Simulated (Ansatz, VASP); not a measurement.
**GaP in VASP and in Ansatz**

```xyz
2
Lattice="0.0000 2.7252 2.5072 2.7252 0.0000 2.5072 2.7252 2.7252 0.0000" Properties=species:S:1:pos:R:3 pbc="T T T"
Ga    0.0000    0.0000    0.0000
P     4.0879    4.0879    3.7608
```

Change from the starting cell: strain +0.000 along x and y, -0.080 along z, atoms carried along.

Alike in both runs: task single point; functional PBE; k mesh 8 × 8 × 8; occupations gaussian, width 0.05 eV; no spin polarisation.

|  | VASP | Ansatz |
| --- | --- | --- |
| version | VASP 6.6.1 | Ansatz 0.2.0 |
| potentials or method | VASP PAW PBE potentials, release 64 (Ga_d, P), cutoff 520 eV | scalar-relativistic, plane waves, PAW |
| valence electrons in the cell | 18 | 18 |

```csv
,VASP,Ansatz,Ansatz less VASP
gap on the k mesh at the Fermi level (eV),0.69,0.69,0.000
least direct gap on the mesh (eV),2.20,2.20,-0.002
pressure (GPa),10.9,11.0,+0.15
"traceless stress, the component that is largest in VASP (GPa)",3.34,3.32,-0.017
```

The functional is the same, so the differences come from potentials, cutoffs and numerics.
